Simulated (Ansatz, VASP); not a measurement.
**Two plane-wave programs on KRu**

```
CELL_PARAMETERS angstrom
4.04992 0.00000 0.00000
-2.02496 3.50733 0.00000
0.00000 0.00000 5.77269
ATOMIC_POSITIONS crystal
K 0.33333 0.66667 0.50000
Ru 0.00000 0.00000 0.00000
```

Alike in both runs: task single point; functional PBE; k mesh 6 × 6 × 4; occupations gaussian, width 0.1 eV; no spin polarisation.

|  | VASP | Ansatz |
| --- | --- | --- |
| version | VASP 6.6.1 | Ansatz 0.2.0 |
| potentials or method | VASP PAW PBE potentials, release 64 (K_sv, Ru_pv), cutoff 520 eV | scalar-relativistic, plane waves, PAW |
| valence electrons in the cell | 23 | 25 |

|  | VASP | Ansatz | Ansatz less VASP |
| --- | --- | --- | --- |
| gap on the k mesh at the Fermi level (eV) | none | none | - |
| pressure (GPa) | -5.6 | -5.6 | +0.01 |
| traceless stress, the component that is largest in VASP (GPa) | 2.39 | 2.39 | -0.005 |

A gap of «none» marks a metal or a gap that the smearing closes. VASP's potentials hold 23 valence electrons a cell and Ansatz's 25, so a difference there can come from the potentials and not from the codes.
